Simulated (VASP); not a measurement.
# MoS2 (R-3m) in VASP: further runs

The runs below take MoS2 through single point, with PBE+D3(BJ).

Everything below comes from runs of VASP 6.6.1. Logs are shortened: lines on timing, memory, paths and dates and some standing lists are left out, and cuts for length are marked.

## 1. The cell of the first run

The structure is trigonal, space group R-3m (No. 166). Conventional cell: a = 3.171 Å, b = 3.171 Å, c = 18.408 Å, α = 90.00°, β = 90.00°, γ = 120.00°. Mo (site symmetry -3m) has 6 S at 2.42 Å and 6 Mo at 3.17 Å within 3.2 Å. S (site symmetry 3m) has 3 Mo at 2.42 Å and 6 S at 3.17 Å within 3.2 Å.

## 2. Single point, PBE+D3(BJ), collinear spin (17.81 Å³/atom)

The input, INCAR:

```
ALGO = Normal ; EDIFF = 1E-6
ENCUT = 520 ; GGA = PE
ISIF = 2 ; ISMEAR = 0
ISPIN = 2 ; IVDW = 12
LASPH = T ; LCHARG = F
LMAXMIX = 4 ; LORBIT = 11
LREAL = F ; LWAVE = F
MAGMOM = 0.05 0 0 ; NBANDS = 24
NELM = 150 ; PREC = Accurate
SIGMA = 0.05
```

The input, KPOINTS:

```
k-points
0
Gamma
  8 8 8
```

The input, POSCAR:

```
MoS2
1.0
    1.5854650489      0.9153686728      6.1358655582
   -1.5854650489      0.9153686728      6.1358655582
    0.0000000000     -1.8307373456      6.1358655582
Mo S
1 2
Direct
    0.0000000000      0.0000000000      0.0000000000
    0.7529944052      0.7529944052      0.7529944052
    0.2470055948      0.2470055948      0.2470055948
```

Potentials or basis: VASP PAW PBE potentials, release 64 (Mo_sv, S).

Run with:

```sh
$ cat potpaw_PBE.64/Mo_sv/POTCAR potpaw_PBE.64/S/POTCAR > POTCAR
$ mpirun -np 1 vasp_std > vasp.out
```

OUTCAR:

```text
EDIFF = 1E-6
   ENCUT = 520
   GGA = PE
   ISIF = 2
   ISMEAR = 0
   ISPIN = 2
   IVDW = 12
   LASPH = T
   LORBIT = 11
   LREAL = F
   NELM = 150
   PREC = Accurate
 IVDW          = 12

 ion  position               nearest neighbor table
   1  0.000  0.000  0.000-   2 2.42   2 2.42   3 2.42   3 2.42   2 2.42   3 2.42
   2  0.753  0.753  0.753-   1 2.42   1 2.42   1 2.42
   3  0.247  0.247  0.247-   1 2.42   1 2.42   1 2.42

  LATTYP: Found a trigonal (rhomboedric) cell.
 ALAT       =     6.4031590154
 COS(alpha) =     0.8773818480

  Lattice vectors:

 A1 = (   1.5854650489,   0.9153686728,   6.1358655582)
 A2 = (  -1.5854650489,   0.9153686728,   6.1358655582)
 A3 = (   0.0000000000,  -1.8307373456,   6.1358655582)

Analysis of symmetry for initial positions (statically):
=====================================================================
 Subroutine PRICEL returns:
 Original cell was already a primitive cell.

 Routine SETGRP: Setting up the symmetry group for a
 trigonal (rhombohedral) supercell.

 Subroutine GETGRP returns: Found 12 space group operations
 (whereof 12 operations were pure point group operations)
 out of a pool of 12 trial point group operations.

The static configuration has the point symmetry D_3d.

Analysis of symmetry for dynamics (positions and initial velocities):
=====================================================================
 Subroutine PRICEL returns:
 Original cell was already a primitive cell.

 Routine SETGRP: Setting up the symmetry group for a
 trigonal (rhombohedral) supercell.

 Subroutine GETGRP returns: Found 12 space group operations
 (whereof 12 operations were pure point group operations)
 out of a pool of 12 trial point group operations.

The dynamic configuration has the point symmetry D_3d.

Analysis of structural, dynamic, and magnetic symmetry:
=====================================================================
 Subroutine PRICEL returns:
 Original cell was already a primitive cell.

 Routine SETGRP: Setting up the symmetry group for a
 trigonal (rhombohedral) supercell.

 Subroutine GETGRP returns: Found 12 space group operations
 (whereof 12 operations were pure point group operations)
 out of a pool of 12 trial point group operations.

The overall configuration has the point symmetry D_3d.

 Subroutine INISYM returns: Found 12 space group operations
 (whereof 12 operations are pure point group operations),
 and found     1 'primitive' translations

----------------------------------------------------------------------------------------

                                     Primitive cell

  volume of cell :      53.4293

  direct lattice vectors                    reciprocal lattice vectors
     1.585465049  0.915368673  6.135865558     0.315364883  0.182076000  0.054325397
    -1.585465049  0.915368673  6.135865558    -0.315364883  0.182076000  0.054325397
     0.000000000 -1.830737346  6.135865558     0.000000000 -0.364152000  0.054325397

  length of vectors
     6.403159015  6.403159015  6.403159015     0.368181923  0.368181923  0.368181923

  position of ions in fractional coordinates (direct lattice)
     0.000000000  0.000000000  0.000000000
     0.752994405  0.752994405  0.752994405
     0.247005595  0.247005595  0.247005595

  ion indices of the primitive-cell ions
   primitive index   ion index
                 1           1
                 2           2
                 3           3

----------------------------------------------------------------------------------------

 KPOINTS: k-points

Automatic generation of k-mesh.
 Grid dimensions read from file:
 generate k-points for:    8    8    8

 Generating k-lattice:

  Cartesian coordinates                     Fractional coordinates (reciprocal lattice)
     0.039420610  0.022759500  0.006790675     0.125000000  0.000000000  0.000000000
    -0.039420610  0.022759500  0.006790675     0.000000000  0.125000000  0.000000000
     0.000000000 -0.045519000  0.006790675     0.000000000  0.000000000  0.125000000

  Length of vectors
     0.046022740  0.046022740  0.046022740

  Shift w.r.t. Gamma in fractional coordinates (k-lattice)
     0.000000000  0.000000000  0.000000000

 Subroutine IBZKPT returns following result:
 ===========================================

 Found     65 irreducible k-points:

 Following reciprocal coordinates:
            Coordinates               Weight
  0.000000  0.000000  0.000000      1.000000
  0.125000  0.000000  0.000000      6.000000
  0.250000  0.000000  0.000000      6.000000
  0.375000  0.000000 -0.000000      6.000000
  0.500000  0.000000  0.000000      3.000000
  0.125000  0.125000  0.000000      6.000000
[... 16 lines left out ...]
  0.250000  0.125000  0.125000      6.000000
  0.375000  0.125000  0.125000      6.000000
 [... further k-points ...]
   k-points           NKPTS =     65   k-points in BZ     NKDIM =     65   number of bands    NBANDS=     24
   number of dos      NEDOS =    301   number of ions     NIONS =      3
   total plane-waves  NPLWV = 110592
   dimension x,y,z NGX =    48 NGY =   48 NGZ =   48
   dimension x,y,z NGXF=    96 NGYF=   96 NGZF=   96
   ions per type =               1   2
   NGX,Y,Z   is equivalent  to a cutoff of  12.46, 12.46, 12.46 a.u.
   NGXF,Y,Z  is equivalent  to a cutoff of  24.92, 24.92, 24.92 a.u.
 SYSTEM =  unknown system
   PREC   = accura    normal or accurate (medium, high low for compatibility)
   ISTART =      0    job   : 0-new  1-cont  2-samecut
   ICHARG =      2    charge: 1-file 2-atom 10-const
   ISPIN  =      2    spin polarized calculation?
   LNONCOLLINEAR =      F non collinear calculations
   LSORBIT =      F    spin-orbit coupling
   LASPH  =      T    aspherical Exc in radial PAW
   ENCUT  =  520.0 eV  38.22 Ry    6.18 a.u.  11.91 11.91 11.91*2*pi/ulx,y,z
   NELM   =    150;   NELMIN=  2; NELMDL= -5     # of ELM steps
   EDIFF  = 0.1E-05   stopping-criterion for ELM
   LREAL  =      F    real-space projection
   EDIFFG = 0.1E-04   stopping-criterion for IOM
   NSW    =      0    number of steps for IOM
   IBRION =     -1    ionic relax: 0-MD 1-quasi-New 2-CG
   NFREE  =      0    steps in history (QN), initial steepest desc. (CG)
   ISIF   =      2    stress and relaxation
   ISYM   =      2    0-nonsym 1-usesym 2-fastsym
   POTIM  = 0.5000    time-step for ionic-motion
   TEBEG  =    0.0;   TEEND  =   0.0 temperature during run
   PSTRESS=    0.0 pullay stress
   NELECT =      26.0000    total number of electrons
   NUPDOWN=      -1.0000    fix difference up-down
   EMIN   =  10.00;   EMAX   =-10.00  energy-range for DOS
   EFERMI =   0.00;   METHOD = LEGACY
   ISMEAR =     0;   SIGMA  =   0.05  broadening in eV -4-tet -1-fermi 0-gaus
   EFERMI_NEDOS =   21; number of points for ismear=-14 and -15
   IALGO  =     38    algorithm
   IMIX   =      4    mixing-type and parameters
     AMIX     =   0.40;   BMIX     =  1.00
     AMIX_MAG =   1.60;   BMIX_MAG =  1.00
  volume/ion in A,a.u.               =      17.81       120.19
  Fermi-wavevector in a.u.,A,eV,Ry     =   1.287674  2.433352 22.559888  1.658105
  Thomas-Fermi vector in A             =   2.419674
   LORBIT       =     11    0 simple, 1 ext, 2 COOP (PROOUT), +10 PAW based schemes
   GGA     = PE    functional components
   LHFCALC =     F    Hartree Fock is set to
   AEXX    =    0.0000 exact exchange contribution
   IVDW    =    12    specifies the selected vdW correction
   LEPSILON=     F    determine dielectric tensor
   LRPA    =     F    only Hartree local field effects (RPA)
 spin polarized calculation
 Gauss-broadening in eV      SIGMA  =   0.05
  energy-cutoff  :      520.00
  volume of cell :       53.43
 maximum number of plane-waves:      1452
   NGX = 23   NGY = 23   NGZ = 23

 number of electron      25.9999999 magnetization      -0.0000039

 number of electron      25.9999999 magnetization       0.0000053

 Free energy of the ion-electron system (eV)
  ---------------------------------------------------
  ext. energy  EPLUGINS =         0.00000000
  ---------------------------------------------------
  free energy    TOTEN  =       -20.98285395 eV

  energy without entropy =      -20.98107821  energy(sigma->0) =      -20.98196608

 E-fermi :   7.6983     XC(G=0): -10.8784

 val. band max:        7.6834721018   @ k =   0.5000   0.2500  -0.0000
 cond. band min:       7.7075949911   @ k =  -0.3750   0.2500   0.0000
 fundamental gap:      0.0241228893
 Fermi energy:         7.6982690602

 spin component 1

 k-point     1 :       0.0000    0.0000    0.0000
  band No.  band energies     occupation
      1     -54.0489      1.00000
      2     -28.1084      1.00000
      3     -28.0147      1.00000
      4     -28.0147      1.00000
      5      -7.3073      1.00000
      6      -5.7718      1.00000
[... 16 lines left out ...]
     23      20.0219      0.00000
     24      20.2689      0.00000

 k-point     2 :       0.1250    0.0000    0.0000
  band No.  band energies     occupation
      1     -54.0432      1.00000
      2     -28.0973      1.00000
      3     -28.0715      1.00000
      4     -28.0277      1.00000
      5      -7.0602      1.00000
      6      -5.7128      1.00000
[... 16 lines left out ...]
     23      18.8997      0.00000
     24      19.7607      0.00000

 k-point     3 :       0.2500    0.0000    0.0000
  band No.  band energies     occupation
      1     -54.0294      1.00000
      2     -28.2068      1.00000
      3     -28.0702      1.00000
      4     -28.0590      1.00000
      5      -6.4131      1.00000
      6      -5.5332      1.00000
[... 16 lines left out ...]
     23      18.6565      0.00000
     24      19.8313      0.00000
[... 514 lines left out ...]
 k-point    23 :       0.2500    0.1250    0.1250
  band No.  band energies     occupation
      1     -54.0432      1.00000
      2     -28.0973      1.00000
      3     -28.0715      1.00000
      4     -28.0277      1.00000
      5      -7.0069      1.00000
      6      -5.7979      1.00000
[... 16 lines left out ...]
     23      18.9293      0.00000
     24      19.6217      0.00000

 k-point    24 :       0.3750    0.1250    0.1250
  band No.  band energies     occupation
      1     -54.0294      1.00000
      2     -28.2068      1.00000
      3     -28.0702      1.00000
      4     -28.0590      1.00000
      5      -6.3677      1.00000
      6      -5.5899      1.00000
[... 16 lines left out ...]
     23      18.8685      0.00000
     24      19.9380      0.00000

 [... further k-points ...]

 spin component 2

 k-point     1 :       0.0000    0.0000    0.0000
  band No.  band energies     occupation
      1     -54.0489      1.00000
      2     -28.1084      1.00000
      3     -28.0147      1.00000
      4     -28.0147      1.00000
      5      -7.3073      1.00000
      6      -5.7718      1.00000
[... 16 lines left out ...]
     23      20.0219      0.00000
     24      20.2689      0.00000

 k-point     2 :       0.1250    0.0000    0.0000
  band No.  band energies     occupation
      1     -54.0432      1.00000
      2     -28.0973      1.00000
      3     -28.0715      1.00000
      4     -28.0277      1.00000
      5      -7.0602      1.00000
      6      -5.7128      1.00000
[... 16 lines left out ...]
     23      18.8997      0.00000
     24      19.7608      0.00000

 k-point     3 :       0.2500    0.0000    0.0000
  band No.  band energies     occupation
      1     -54.0294      1.00000
      2     -28.2068      1.00000
      3     -28.0701      1.00000
      4     -28.0590      1.00000
      5      -6.4131      1.00000
      6      -5.5332      1.00000
[... 16 lines left out ...]
     23      18.6565      0.00000
     24      19.8313      0.00000
[... 514 lines left out ...]
 k-point    23 :       0.2500    0.1250    0.1250
  band No.  band energies     occupation
      1     -54.0432      1.00000
      2     -28.0973      1.00000
      3     -28.0715      1.00000
      4     -28.0277      1.00000
      5      -7.0069      1.00000
      6      -5.7979      1.00000
[... 16 lines left out ...]
     23      18.9293      0.00000
     24      19.6217      0.00000

 k-point    24 :       0.3750    0.1250    0.1250
  band No.  band energies     occupation
      1     -54.0294      1.00000
      2     -28.2068      1.00000
      3     -28.0702      1.00000
      4     -28.0590      1.00000
      5      -6.3677      1.00000
      6      -5.5899      1.00000
[... 16 lines left out ...]
     23      18.8685      0.00000
     24      19.9372      0.00000

 [... further k-points ...]

------------------------ aborting loop because EDIFF is reached ----------------------------------------

 Edisp (eV)   -1.27690

 E8    (eV) :    -0.5156

  FORCE on cell =-STRESS in cart. coord.  units (eV):
  Direction    XX          YY          ZZ          XY          YZ          ZX
  --------------------------------------------------------------------------------------
  -------------------------------------------------------------------------------------
  Total      -0.70369    -0.70369    -0.73024     0.00000    -0.00000     0.00000
  in kB     -21.10153   -21.10153   -21.89772     0.00000    -0.00000     0.00000
  external pressure =      -21.37 kB  Pullay stress =        0.00 kB

 VOLUME and BASIS-vectors are now :
 -----------------------------------------------------------------------------
  energy-cutoff  :      520.00
  volume of cell :       53.43
      direct lattice vectors                 reciprocal lattice vectors
     1.585465049  0.915368673  6.135865558     0.315364883  0.182076000  0.054325397
    -1.585465049  0.915368673  6.135865558    -0.315364883  0.182076000  0.054325397
     0.000000000 -1.830737346  6.135865558     0.000000000 -0.364152000  0.054325397

 POSITION                                       TOTAL-FORCE (eV/Angst)
 -----------------------------------------------------------------------------------
      0.00000      0.00000      0.00000         0.000000     -0.000000     -0.000000
      0.00000      0.00000     13.86082         0.000000      0.000000     -0.012628
      0.00000      0.00000      4.54678         0.000000      0.000000      0.012628
 -----------------------------------------------------------------------------------
    total drift:                               -0.000000     -0.000000     -0.000000

  FREE ENERGIE OF THE ION-ELECTRON SYSTEM (eV)
  ---------------------------------------------------
  free  energy   TOTEN  =       -22.2597501723 eV

  energy  without entropy=      -22.2579744323  energy(sigma->0) =      -22.25886230

 total charge

# of ion       s       p       d       tot
------------------------------------------
    1        2.289   6.214   3.899  12.402
    2        1.368   2.318   0.000   3.686
    3        1.368   2.318   0.000   3.686
--------------------------------------------------
tot          5.025  10.849   3.899  19.774

 magnetization (x)

# of ion       s       p       d       tot
------------------------------------------
    1       -0.000  -0.000  -0.000  -0.000
    2        0.000  -0.000   0.000   0.000
    3        0.000  -0.000   0.000   0.000
--------------------------------------------------
tot         -0.000  -0.000  -0.000  -0.000
```

Run time: 6.4 min. Hardware: 1 thread of Intel Xeon Platinum 8259CL at 2.50GHz (Skylake/Cascade Lake), shared host; peak memory 0.46 GiB.

What came out:

```
Free energy                                           : -22.2598 eV
Pressure                                              : -2.1 GPa
Largest force                                         : 0.013 eV/Å
Band gap on the k mesh                                : zero (filled and empty bands overlap)
Net moment                                            : 0.00 μB per cell
Valence electrons inside the program's atomic spheres : Mo 12.40; S 3.69
Dispersion energy per atom                            : -0.426 eV
```

Forces on the atoms (eV/Å):
```
Mo   0.000  0.000  0.000
S    0.000  0.000 -0.013
S    0.000  0.000  0.013
```

Levels at points of the mesh, in eV from the Fermi level:
Spin up:
```tsv
k point	band 10	band 11	band 12	band 13	band 14	band 15	band 16	band 17
(0.00, 0.00, 0.00)	-1.67	-1.38	-0.85	-0.85	-0.08	-0.08	3.17	3.17
(0.50, 0.00, 0.00)	-4.02	-2.77	-1.96	-1.41	1.19	2.00	3.16	3.93
(0.50, 0.50, 0.00)	-3.93	-2.82	-2.30	-1.67	1.19	1.75	3.66	4.71
(0.50, 0.50, 0.50)	-3.76	-0.84	-0.84	-0.21	-0.21	-0.18	3.30	3.30
```
Spin down:
```
           k point  band 11  band 12  band 13  band 14  band 15  band 16
(0.00, 0.00, 0.00)    -1.38    -0.85    -0.85    -0.08    -0.08     3.17
(0.50, 0.00, 0.00)    -2.77    -1.96    -1.41     1.19     2.00     3.16
(0.50, 0.50, 0.00)    -2.82    -2.30    -1.67     1.19     1.75     3.66
(0.50, 0.50, 0.50)    -0.84    -0.84    -0.21    -0.21    -0.18     3.30
```

Caveat: three body term missing.

## 3. Single point, PBE+D3(BJ), collinear spin (17.81 Å³/atom)

The input, INCAR:

```
ALGO = Normal
EDIFF = 1E-7
ENCUT = 520
GGA = PE
ISIF = 2
ISMEAR = 0
ISPIN = 2
IVDW = 12
LASPH = True
LCHARG = False
LMAXMIX = 4
LORBIT = 11
LREAL = False
LWAVE = False
MAGMOM = 0.05 0 0
NBANDS = 24
NELM = 150
PREC = Accurate
SIGMA = 0.05
```

KPOINTS is that of step 2.

The input, POSCAR:

```
MoS2
1.0
    1.5912201042      0.9186913555      6.0915619605
   -1.5912201042      0.9186913555      6.0915619605
    0.0000000000     -1.8373827110      6.0915619605
Mo S
1 2
Direct
    0.0000000000      0.0000000000      0.0000000000
    0.7543044208      0.7543044208      0.7543044208
    0.2456955792      0.2456955792      0.2456955792
```

Potentials or basis: VASP PAW PBE potentials, release 64 (Mo_sv, S).

Run with:

```sh
$ cat potpaw_PBE.64/Mo_sv/POTCAR potpaw_PBE.64/S/POTCAR > POTCAR
$ mpirun -np 1 vasp_std > vasp.out
```

Run time: 7.2 min. Hardware: 1 thread of Intel Xeon Platinum 8259CL at 2.50GHz (Skylake/Cascade Lake), shared host; peak memory 0.46 GiB.

Results (log left out):

| Item | Value |
| --- | --- |
| Free energy | -22.2528 eV |
| Pressure | -4.2 GPa |
| Largest force | 0.306 eV/Å |
| Band gap on the k mesh | zero (filled and empty bands overlap) |
| Net moment | 0.00 μB per cell |
| Valence electrons inside the program's atomic spheres | Mo 12.37; S 3.68 |
| Dispersion energy per atom | -0.426 eV |

Forces on the atoms (eV/Å):
```
Mo   0.000  0.000  0.000
S    0.000  0.000 -0.306
S    0.000  0.000  0.306
```

Stress tensor (GPa, compression positive):
```
-3.97  0.00  0.00
 0.00 -3.97  0.00
 0.00  0.00 -4.51
```

Levels at points of the mesh, in eV from the Fermi level:
Spin up:
```tsv
k point	band 10	band 11	band 12	band 13	band 14	band 15	band 16	band 17
(0.00, 0.00, 0.00)	-1.55	-1.38	-0.82	-0.82	-0.07	-0.07	3.08	3.08
(0.50, 0.00, 0.00)	-3.95	-2.74	-1.91	-1.36	1.18	1.98	3.06	3.84
(0.50, 0.50, 0.00)	-3.84	-2.79	-2.29	-1.67	1.18	1.71	3.61	4.71
(0.50, 0.50, 0.50)	-3.66	-0.80	-0.80	-0.22	-0.22	-0.16	3.24	3.24
```
Spin down:
```
           k point  band 11  band 12  band 13  band 14  band 15  band 16
(0.00, 0.00, 0.00)    -1.38    -0.82    -0.82    -0.07    -0.07     3.08
(0.50, 0.00, 0.00)    -2.74    -1.91    -1.36     1.18     1.98     3.06
(0.50, 0.50, 0.00)    -2.79    -2.29    -1.67     1.18     1.71     3.61
(0.50, 0.50, 0.50)    -0.80    -0.80    -0.22    -0.22    -0.16     3.24
```

Caveat: three body term missing; the cell stands under tension.

The gap in the log of VASP goes by the Fermi energy; the results here count the filled bands.